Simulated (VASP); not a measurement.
# Co (P6_3/mmc) in VASP: further runs

Runs on Co. Level: PBEsol. Tasks: single point.

All numbers are computed with VASP 6.6.1; they aren't measurements. Logs are shortened: lines on timing, memory, paths and dates and some standing lists are left out, and cuts for length are marked.

## (1) The cell of the first run

The structure is hexagonal, space group P6_3/mmc (No. 194). The conventional cell has a = 2.593 Å, b = 2.593 Å, c = 3.562 Å, α = 90.00°, β = 90.00°, γ = 120.00°. Co (site symmetry -6m2) has 12 Co at 2.33 to 2.59 Å within 3.1 Å.

## (2) Single point, PBEsol, collinear spin, ferromagnetic start

The input, INCAR:

```
SYSTEM = Co
ALGO = Normal
EDIFF = 1E-6
ENCUT = 520
GGA = PS
ISIF = 2
ISMEAR = 0
ISPIN = 2
LASPH = .True.
LCHARG = .False.
LMAXMIX = 4
LORBIT = 11
LREAL = .False.
LWAVE = .False.
MAGMOM = 1.8 1.8
NBANDS = 20
NELM = 150
PREC = Accurate
SIGMA = 0.15
```

The input, KPOINTS:

```
k-points
0
Gamma
  30 30 16
  0 0 0
```

The input, POSCAR:

```
Co
1.0
    2.5931644375      0.0000000000      0.0000000000
   -1.2965822187      2.2457462790      0.0000000000
    0.0000000000      0.0000000000      3.5618227645
Co
2
Direct
    0.3333333333      0.6666666667      0.2500000000
    0.6666666667      0.3333333333      0.7500000000
```

Potentials or basis: VASP PAW PBE potentials, release 64 (Co).

On the command line:

```sh
> cat potpaw_PBE.64/Co/POTCAR > POTCAR
> mpirun -np 1 vasp_std > vasp.out
```

OUTCAR:

```text
SYSTEM = Co
   EDIFF = 1E-6
   ENCUT = 520
   GGA = PS
   ISIF = 2
   ISMEAR = 0
   ISPIN = 2
   LASPH = .True.
   LORBIT = 11
   LREAL = .False.
   NELM = 150
   PREC = Accurate

 ion  position               nearest neighbor table
   1  0.333  0.667  0.250-   2 2.33   2 2.33   2 2.33   2 2.33   2 2.33   2 2.33
   2  0.667  0.333  0.750-   1 2.33   1 2.33   1 2.33   1 2.33   1 2.33   1 2.33

  LATTYP: Found a hexagonal cell.
 ALAT       =     2.5931644375
 C/A-ratio  =     1.3735429628

  Lattice vectors:

 A1 = (   2.5931644375,   0.0000000000,   0.0000000000)
 A2 = (  -1.2965822187,   2.2457462790,   0.0000000000)
 A3 = (   0.0000000000,   0.0000000000,   3.5618227645)

Analysis of symmetry for initial positions (statically):
=====================================================================
 Subroutine PRICEL returns:
 Original cell was already a primitive cell.

 Routine SETGRP: Setting up the symmetry group for a
 hexagonal supercell.

 Subroutine GETGRP returns: Found 24 space group operations
 (whereof 12 operations were pure point group operations)
 out of a pool of 24 trial point group operations.

The static configuration has the point symmetry D_3d.
 The point group associated with its full space group is D_6h.

Analysis of symmetry for dynamics (positions and initial velocities):
=====================================================================
 Subroutine PRICEL returns:
 Original cell was already a primitive cell.

 Routine SETGRP: Setting up the symmetry group for a
 hexagonal supercell.

 Subroutine GETGRP returns: Found 24 space group operations
 (whereof 12 operations were pure point group operations)
 out of a pool of 24 trial point group operations.

The dynamic configuration has the point symmetry D_3d.
 The point group associated with its full space group is D_6h.

Analysis of structural, dynamic, and magnetic symmetry:
=====================================================================
 Subroutine PRICEL returns:
 Original cell was already a primitive cell.

 Routine SETGRP: Setting up the symmetry group for a
 hexagonal supercell.

 Subroutine GETGRP returns: Found 24 space group operations
 (whereof 12 operations were pure point group operations)
 out of a pool of 24 trial point group operations.

The overall configuration has the point symmetry D_3d.
 The point group associated with its full space group is D_6h.

 Subroutine INISYM returns: Found 24 space group operations
 (whereof 12 operations are pure point group operations),
 and found     1 'primitive' translations

----------------------------------------------------------------------------------------

                                     Primitive cell

  volume of cell :      20.7426

  direct lattice vectors                    reciprocal lattice vectors
     2.593164438  0.000000000  0.000000000     0.385629228  0.222643139  0.000000000
    -1.296582219  2.245746279  0.000000000     0.000000000  0.445286277  0.000000000
     0.000000000  0.000000000  3.561822765     0.000000000  0.000000000  0.280755126

  length of vectors
     2.593164438  2.593164437  3.561822765     0.445286277  0.445286277  0.280755126

  position of ions in fractional coordinates (direct lattice)
     0.333333333  0.666666667  0.250000000
     0.666666667  0.333333333  0.750000000

  ion indices of the primitive-cell ions
   primitive index   ion index
                 1           1
                 2           2

----------------------------------------------------------------------------------------

 KPOINTS: k-points

Automatic generation of k-mesh.
 Grid dimensions read from file:
 generate k-points for:   30   30   16

 Generating k-lattice:

  Cartesian coordinates                     Fractional coordinates (reciprocal lattice)
     0.012854308  0.007421438  0.000000000     0.033333333 -0.000000000  0.000000000
     0.000000000  0.014842876  0.000000000     0.000000000  0.033333333  0.000000000
     0.000000000  0.000000000  0.017547195     0.000000000  0.000000000  0.062500000

  Length of vectors
     0.014842876  0.014842876  0.017547195

  Shift w.r.t. Gamma in fractional coordinates (k-lattice)
     0.000000000  0.000000000  0.000000000

 Subroutine IBZKPT returns following result:
 ===========================================

 Found    819 irreducible k-points:

 Following reciprocal coordinates:
            Coordinates               Weight
  0.000000  0.000000  0.000000      1.000000
  0.033333 -0.000000  0.000000      6.000000
  0.066667 -0.000000  0.000000      6.000000
  0.100000 -0.000000  0.000000      6.000000
  0.133333 -0.000000  0.000000      6.000000
  0.166667 -0.000000  0.000000      6.000000
[... 16 lines left out ...]
  0.233333  0.033333  0.000000     12.000000
  0.266667  0.033333  0.000000     12.000000
 [... further k-points ...]
   k-points           NKPTS =    819   k-points in BZ     NKDIM =    819   number of bands    NBANDS=     20
   number of dos      NEDOS =    301   number of ions     NIONS =      2
   total plane-waves  NPLWV =  11200
   dimension x,y,z NGX =    20 NGY =   20 NGZ =   28
   dimension x,y,z NGXF=    40 NGYF=   40 NGZF=   56
   ions per type =               2
   NGX,Y,Z   is equivalent  to a cutoff of  12.82, 12.82, 13.07 a.u.
   NGXF,Y,Z  is equivalent  to a cutoff of  25.64, 25.64, 26.14 a.u.
 SYSTEM =  Co
   PREC   = accura    normal or accurate (medium, high low for compatibility)
   ISTART =      0    job   : 0-new  1-cont  2-samecut
   ICHARG =      2    charge: 1-file 2-atom 10-const
   ISPIN  =      2    spin polarized calculation?
   LNONCOLLINEAR =      F non collinear calculations
   LSORBIT =      F    spin-orbit coupling
   LASPH  =      T    aspherical Exc in radial PAW
   ENCUT  =  520.0 eV  38.22 Ry    6.18 a.u.   4.82  4.82  6.62*2*pi/ulx,y,z
   NELM   =    150;   NELMIN=  2; NELMDL= -5     # of ELM steps
   EDIFF  = 0.1E-05   stopping-criterion for ELM
   LREAL  =      F    real-space projection
   EDIFFG = 0.1E-04   stopping-criterion for IOM
   NSW    =      0    number of steps for IOM
   IBRION =     -1    ionic relax: 0-MD 1-quasi-New 2-CG
   NFREE  =      0    steps in history (QN), initial steepest desc. (CG)
   ISIF   =      2    stress and relaxation
   ISYM   =      2    0-nonsym 1-usesym 2-fastsym
   POTIM  = 0.5000    time-step for ionic-motion
   TEBEG  =    0.0;   TEEND  =   0.0 temperature during run
   PSTRESS=    0.0 pullay stress
   NELECT =      18.0000    total number of electrons
   NUPDOWN=      -1.0000    fix difference up-down
   EMIN   =  10.00;   EMAX   =-10.00  energy-range for DOS
   EFERMI =   0.00;   METHOD = LEGACY
   ISMEAR =     0;   SIGMA  =   0.15  broadening in eV -4-tet -1-fermi 0-gaus
   EFERMI_NEDOS =   21; number of points for ismear=-14 and -15
   IALGO  =     38    algorithm
   IMIX   =      4    mixing-type and parameters
     AMIX     =   0.40;   BMIX     =  1.00
     AMIX_MAG =   1.60;   BMIX_MAG =  1.00
  volume/ion in A,a.u.               =      10.37        69.99
  Fermi-wavevector in a.u.,A,eV,Ry     =   1.561510  2.950825 33.175250  2.438312
  Thomas-Fermi vector in A             =   2.664564
   LORBIT       =     11    0 simple, 1 ext, 2 COOP (PROOUT), +10 PAW based schemes
   GGA     = PS    functional components
   LHFCALC =     F    Hartree Fock is set to
   AEXX    =    0.0000 exact exchange contribution
   IVDW    =     0    specifies the selected vdW correction
   LEPSILON=     F    determine dielectric tensor
   LRPA    =     F    only Hartree local field effects (RPA)
 spin polarized calculation
 Gauss-broadening in eV      SIGMA  =   0.15
  energy-cutoff  :      520.00
  volume of cell :       20.74
 maximum number of plane-waves:       588
 NGX is ok and might be reduce to    20

 number of electron      18.0000011 magnetization       2.9887051

 Free energy of the ion-electron system (eV)
  ---------------------------------------------------
  ext. energy  EPLUGINS =         0.00000000
  ---------------------------------------------------
  free energy    TOTEN  =       -15.14800440 eV

  energy without entropy =      -15.12147196  energy(sigma->0) =      -15.13473818

 E-fermi :  10.7443     XC(G=0): -13.8271

 val. band max:       10.7441786527   @ k =   0.3333   0.2667   0.0000
 cond. band min:      10.7443633284   @ k =   0.3667   0.1000   0.3750
 fundamental gap:      0.0001846757
 Fermi energy:        10.7443052599

 spin component 1

 k-point     1 :       0.0000    0.0000    0.0000
  band No.  band energies     occupation
      1       1.5077      1.00000
      2       5.3840      1.00000
      3       8.0186      1.00000
      4       8.0186      1.00000
      5       8.3053      1.00000
      6       8.3053      1.00000
[... 12 lines left out ...]
     19      35.1142      0.00000
     20      39.8456      0.00000
[... 507 lines left out ...]
 k-point    24 :       0.2667    0.0333    0.0000
  band No.  band energies     occupation
      1       3.8594      1.00000
      2       5.9960      1.00000
      3       7.0811      1.00000
      4       7.0930      1.00000
      5       7.7164      1.00000
      6       8.6687      1.00000
[... 12 lines left out ...]
     19      35.2392      0.00000
     20      37.6071      0.00000

 [... further k-points ...]

 spin component 2

 k-point     1 :       0.0000    0.0000    0.0000
  band No.  band energies     occupation
      1       1.5776      1.00000
      2       6.4316      1.00000
      3       9.5274      1.00000
      4       9.5274      1.00000
      5       9.7539      1.00000
      6       9.7539      1.00000
[... 12 lines left out ...]
     19      35.1716      0.00000
     20      39.7800      0.00000
[... 507 lines left out ...]
 k-point    24 :       0.2667    0.0333    0.0000
  band No.  band energies     occupation
      1       3.9926      1.00000
      2       7.1698      1.00000
      3       8.2349      1.00000
      4       8.3074      1.00000
      5       9.0927      1.00000
      6      10.1544      1.00000
[... 12 lines left out ...]
     19      35.3294      0.00000
     20      37.9011      0.00000

 [... further k-points ...]
[... 5 lines left out ...]
  --------------------------------------------------------------------------------------
  -------------------------------------------------------------------------------------
  Total       -1.2571923     -1.2571923      4.2758105     -0.0000000      0.0000000      0.0000000
  in kB      -97.1067089    -97.1067089    330.2676098     -0.0000000      0.0000000      0.0000000
  external PRESSURE =      45.3513973 kB  Pullay stress =       0.0000000 kB

 VOLUME and BASIS-vectors are now :
 -----------------------------------------------------------------------------
  energy-cutoff  :      520.00
  volume of cell :       20.74
      direct lattice vectors                 reciprocal lattice vectors
     2.593164438  0.000000000  0.000000000     0.385629228  0.222643139  0.000000000
    -1.296582219  2.245746279  0.000000000     0.000000000  0.445286277  0.000000000
     0.000000000  0.000000000  3.561822765     0.000000000  0.000000000  0.280755126

 POSITION                                       TOTAL-FORCE (eV/Angst)
 -----------------------------------------------------------------------------------
     -0.00000      1.49716      0.89046        -0.000000      0.000000      0.000000
      1.29658      0.74858      2.67137         0.000000     -0.000000      0.000000
 -----------------------------------------------------------------------------------
    total drift:                               -0.000000      0.000000     -0.000000

  FREE ENERGIE OF THE ION-ELECTRON SYSTEM (eV)
  ---------------------------------------------------
  free  energy   TOTEN  =       -15.1480044017 eV

  energy  without entropy=      -15.1214719609  energy(sigma->0) =      -15.13473818

 total charge

# of ion       s       p       d       tot
------------------------------------------
    1        0.516   0.565   7.322   8.403
    2        0.516   0.565   7.322   8.403
--------------------------------------------------
tot          1.031   1.130  14.645  16.806

 magnetization (x)

# of ion       s       p       d       tot
------------------------------------------
    1       -0.015  -0.047   1.560   1.498
    2       -0.015  -0.047   1.560   1.498
--------------------------------------------------
tot         -0.029  -0.094   3.120   2.997
```

It took 8.8 min on 1 thread of Intel Xeon Platinum 8375C at 2.90GHz (Ice Lake), shared host; peak memory 0.53 GiB.

Results:

* Free energy: -15.1480 eV
* Pressure: 4.5 GPa
* Net moment: 2.99 μB per cell
* Site moments: Co +1.50 μB
* Valence electrons inside the program's atomic spheres: Co 8.40

Stress tensor (GPa, compression positive):
```
-9.71  0.00  0.00
 0.00 -9.71  0.00
 0.00  0.00 33.03
```

Caveat: the PAW data sets were made with another functional, which shifts forces and pressure a little.

## (3) Single point, PBEsol, collinear spin, ferromagnetic start

This run uses another cell than the first one, of the same volume but with other edges.

The input, INCAR:

```
ALGO = Normal
EDIFF = 1E-7
ENCUT = 520
GGA = PS
ISIF = 2
ISMEAR = 0
ISPIN = 2
LASPH = T
LCHARG = F
LMAXMIX = 4
LORBIT = 11
LREAL = F
LWAVE = F
MAGMOM = 1.8 1.8
NBANDS = 20
NELM = 150
PREC = Accurate
SIGMA = 0.15
```

The input, KPOINTS:

```
k-points
0
Gamma
  30 30 16
```

The input, POSCAR:

```
Co
1.0
    2.3796082755      0.0000000000      0.0000000000
   -1.1898041378      2.0608012177      0.0000000000
    0.0000000000      0.0000000000      4.2298160250
Co
2
Direct
    0.3333333333      0.6666666667      0.2500000000
    0.6666666667      0.3333333333      0.7500000000
```

Potentials or basis: VASP PAW PBE potentials, release 64 (Co).

On the command line:

```sh
> cat potpaw_PBE.64/Co/POTCAR > POTCAR
> mpirun -np 1 vasp_std > vasp.out
```

Run time: 11 min. Hardware: 1 thread of Intel Xeon 8259CL, shared host; peak memory 0.54 GiB.

Results (log left out):

| Quantity | Value |
| --- | --- |
| Free energy | -15.3529 eV |
| Pressure | 2.0 GPa |
| Net moment | 3.19 μB per cell |
| Site moments | Co +1.60 μB |
| Valence electrons inside the program's atomic spheres | Co 8.38 |

Stress tensor (GPa, compression positive):
```
 12.41   0.00   0.00
  0.00  12.41   0.00
  0.00   0.00 -18.90
```

Levels at points of the mesh, in eV from the Fermi level:
Spin up:
| k point | band 6 | band 7 | band 8 | band 9 | band 10 | band 11 | band 12 | band 13 | band 14 | band 15 |
| --- | --- | --- | --- | --- | --- | --- | --- | --- | --- | --- |
| (0.00, 0.00, 0.00) | -2.42 | -2.42 | -1.67 | -1.67 | -1.24 | -0.84 | -0.84 | 5.32 | 22.77 | 23.54 |
| (0.50, 0.00, 0.00) | -2.48 | -2.35 | -0.78 | -0.35 | -0.26 | 1.57 | 3.78 | 9.36 | 10.18 | 12.51 |
| (0.00, 0.00, 0.50) | -2.64 | -2.64 | -2.64 | -1.14 | -1.14 | -1.14 | -1.14 | 13.02 | 13.02 | 24.20 |
| (0.50, 0.00, 0.50) | -1.72 | -1.08 | -1.08 | -0.30 | -0.30 | 1.68 | 1.68 | 7.87 | 7.87 | 18.30 |
Spin down:
| k point | band 4 | band 5 | band 6 | band 7 | band 8 | band 9 | band 10 | band 11 |
| --- | --- | --- | --- | --- | --- | --- | --- | --- |
| (0.00, 0.00, 0.00) | -1.19 | -1.08 | -1.08 | -0.81 | -0.81 | 0.15 | 0.15 | 1.07 |
| (0.50, 0.00, 0.00) | -1.57 | -1.48 | -1.04 | -0.82 | 1.15 | 1.45 | 1.55 | 2.69 |
| (0.00, 0.00, 0.50) | -2.12 | -1.06 | -1.06 | -1.06 | -1.06 | 0.74 | 0.74 | 0.74 |
| (0.50, 0.00, 0.50) | -2.82 | 0.07 | 0.07 | 0.28 | 0.28 | 1.51 | 1.51 | 2.26 |

Caveat: the PAW data sets were made with another functional, which shifts forces and pressure a little.
